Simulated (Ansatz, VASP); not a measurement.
**Two plane-wave programs on Nb2PdSe5**

```
Nb Pd Se
1.0
    -2.33107    2.33107    8.44344
     2.33107   -2.33107    8.44344
     2.33107    2.33107   -8.44344
Nb Pd Se
2 1 5
Direct
  0.74669 0.74669 0.00000
  0.25331 0.25331 0.00000
  0.00000 0.00000 0.00000
  0.50000 0.50000 0.00000
  0.85518 0.35518 0.50000
  0.35518 0.85518 0.50000
  0.14482 0.64482 0.50000
  0.64482 0.14482 0.50000
```

Change from the starting cell: species swapped into the YAl2Pd5 type (I4/mmm, No. 139).

Alike in both runs: task relaxation of cell and atoms; functional PBE; k mesh 4 × 4 × 4; occupations gaussian, width 0.15 eV; no spin polarisation.

```csv
,VASP,Ansatz
version,VASP 6.6.1,Ansatz 0.2.0
potentials or method,"VASP PAW PBE potentials, release 64 (Nb_sv, Pd, Se), cutoff 600 eV","scalar-relativistic, plane waves, PAW"
valence electrons in the cell,66,124
```

```csv
,VASP,Ansatz,Ansatz less VASP
"gap on the k mesh at the Fermi level, each at its own relaxed structure (eV)",none,none,-
relaxed volume (Å³/atom),18.42,18.39,-0.034
relaxed length of the cell vector where the two differ most in proportion (Å),7.557,7.533,-0.0248
```

A gap of «none» marks a metal or a gap that the smearing closes. VASP's potentials hold 66 valence electrons a cell and Ansatz's 124, so a difference there can come from the potentials and not from the codes.

The k mesh is coarse, so the values compare programs but aren't converged. Noted on VASP's run: the volume moved by over 15 % at a fixed basis, so the end points are rough.
